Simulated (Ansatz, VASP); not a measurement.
## One calculation of RbGe4N2, two programs

```
Rb Ge N
1.0
     3.31997    0.00000    0.00000
    -1.65998    2.87517    0.00000
     0.00000    0.00000   13.75621
Rb Ge N
1 4 2
Direct
  0.00000 0.00000 0.50000
  0.66667 0.33333 0.35527
  0.33333 0.66667 0.64473
  0.33333 0.66667 0.86521
  0.66667 0.33333 0.13479
  0.00000 0.00000 0.24274
  0.00000 0.00000 0.75726
```

Change from the starting cell: species swapped into the Ta2AgS4 type (P-3m1, No. 164).

Alike in both runs: task single point; functional PBE; k mesh 6 × 6 × 2; occupations gaussian, width 0.1 eV; no spin polarisation.

|  | VASP | Ansatz |
| --- | --- | --- |
| version | VASP 6.6.1 | Ansatz 0.2.0 |
| potentials or method | VASP PAW PBE potentials, release 64 (Rb_sv, Ge_d, N), cutoff 520 eV | scalar-relativistic, plane waves, PAW |
| valence electrons in the cell | 75 | 75 |

```csv
,VASP,Ansatz,Ansatz less VASP
gap on the k mesh at the Fermi level (eV),none,none,-
pressure (GPa),0.3,0.1,-0.16
"traceless stress, the component that is largest in VASP (GPa)",3.28,3.23,-0.051
rms of the force components (eV/Å),1.774,1.769,-0.0044
```

Atom by atom the forces differ by 0.008 eV/Å (rms over components). A gap of «none» marks a metal or a gap that the smearing closes.

The k mesh is coarse, so the values compare programs but aren't converged.
